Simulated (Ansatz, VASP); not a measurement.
**HfNb2O5: VASP beside Ansatz**

```
Hf Nb O
1.0
     1.95089   -4.94827    0.00000
     1.95089    4.94827    0.00000
     0.00000    0.00000   11.18649
Hf Nb O
2 4 10
Direct
  0.78299 0.21701 0.75000
  0.21701 0.78299 0.25000
  0.11783 0.88217 0.54232
  0.11783 0.88217 0.95768
  0.88217 0.11783 0.04232
  0.88217 0.11783 0.45768
  0.93706 0.06294 0.63329
  0.93706 0.06294 0.86671
  0.06294 0.93706 0.13329
  0.06294 0.93706 0.36671
  0.67554 0.32446 0.92792
  0.67554 0.32446 0.57208
  0.32446 0.67554 0.42792
  0.32446 0.67554 0.07208
  0.21198 0.78802 0.75000
  0.78802 0.21198 0.25000
```

Alike in both runs: functional PBE; k mesh 3 × 3 × 2; occupations gaussian, width 0.15 eV; no spin polarisation.

Ansatz relaxed the structure, and its values are those at the end. VASP's run is a single point on that final structure, the one shown.

```csv
,VASP,Ansatz
version,VASP 6.6.1,Ansatz 0.2.0
potentials or method,"VASP PAW PBE potentials, release 64 (Hf_pv, Nb_sv, O), cutoff 520 eV","scalar-relativistic, plane waves, PAW"
valence electrons in the cell,132,164
```

```tsv
	VASP	Ansatz	Ansatz less VASP
gap on the k mesh at the Fermi level (eV)	0.15	0.15	-0.002
least direct gap on the mesh (eV)	0.15	0.15	-0.002
pressure (GPa)	-1.0	0.0	+1.10
rms of the force components (eV/Å)	0.060	0.015	-0.0454
```

VASP's potentials hold 132 valence electrons a cell and Ansatz's 164, so a difference there can come from the potentials and not from the codes.

The k mesh is coarse, so the values compare programs but aren't converged. Neither program's run includes spin-orbit coupling.
